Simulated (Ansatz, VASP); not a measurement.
One calculation of AlN, two programs

File INCAR:

```
SYSTEM = AlN
ALGO = Normal
EDIFF = 1E-6
ENCUT = 520
GGA = PE
ISIF = 2
ISMEAR = 0
LASPH = .TRUE.
LCHARG = .FALSE.
LREAL = .FALSE.
LWAVE = .FALSE.
NBANDS = 26
NELM = 60
PREC = Accurate
SIGMA = 0.05
```

KPOINTS

```
k-points
0
G
  8 8 3
  0 0 0
```

The input POSCAR:

```
AlN
1.0
   -3.1110021516      0.0000000000      0.0000000000
   -1.5555010758     -2.6942068945      0.0000000000
    0.0000000000      0.0000000000     10.9560000000
Al N
4 4
Direct
    0.3333333333      0.3333333333      0.8212609529
    0.3333333333      0.3333333333      0.3668980467
    0.6666666667      0.6666666667      0.1397165936
    0.6666666667      0.6666666667      0.5940794998
    0.3333333333      0.3333333333      0.0874648594
    0.3333333333      0.3333333333      0.5418277656
    0.6666666667      0.6666666667      0.3146463125
    0.6666666667      0.6666666667      0.7690092187
```

Input for Ansatz:

```yaml
crystal:
  lattice:
    - [-3.1110021516, 0.0, 0.0]
    - [-1.5555010758, -2.6942068945, 0.0]
    - [0.0, 0.0, 10.956]
  atoms:
    - { symbol: Al, position: [0.3333333333, 0.3333333333, 0.8212609529] }
    - { symbol: Al, position: [0.3333333333, 0.3333333333, 0.3668980467] }
    - { symbol: Al, position: [0.6666666667, 0.6666666667, 0.1397165936] }
    - { symbol: Al, position: [0.6666666667, 0.6666666667, 0.5940794998] }
    - { symbol: "N", position: [0.3333333333, 0.3333333333, 0.0874648594] }
    - { symbol: "N", position: [0.3333333333, 0.3333333333, 0.5418277656] }
    - { symbol: "N", position: [0.6666666667, 0.6666666667, 0.3146463125] }
    - { symbol: "N", position: [0.6666666667, 0.6666666667, 0.7690092187] }
basis:
  ecutwfc: 420
kpoints:
  mp_grid: { grid: [8, 8, 3] }
hamiltonian:
  xc: pbe
scf:
  occupations: { method: gaussian, width: 0.05 }
output:
  forces: true
  stress: true
  eigenvalues: true
```

Alike in both runs: task single point; functional PBE; k mesh 8 × 8 × 3; occupations gaussian, width 0.05 eV; no spin polarisation.

|  | VASP | Ansatz |
| --- | --- | --- |
| version | VASP 6.6.1 | Ansatz 0.2.0 |
| potentials or method | VASP PAW PBE potentials, release 64 (Al, N), cutoff 520 eV | scalar-relativistic, plane waves, PAW |
| valence electrons in the cell | 32 | 32 |

VASP gave:

| Quantity | Value |
| --- | --- |
| gap on the k mesh at the Fermi level (eV) | 1.12 |
| least direct gap on the mesh (eV) | 1.12 |
| pressure (GPa) | -0.9 |
| traceless stress, the component that is largest in VASP (GPa) | -7.70 |
| rms of the force components (eV/Å) | 0.635 |

Question: Which values does Ansatz return?

Answer: gap on the k mesh at the Fermi level (eV): 1.11; least direct gap on the mesh (eV): 1.11; pressure (GPa): -0.7; traceless stress, the component that is largest in VASP (GPa): -7.66; rms of the force components (eV/Å): 0.639.

Atom by atom the forces differ by 0.006 eV/Å (rms over components).
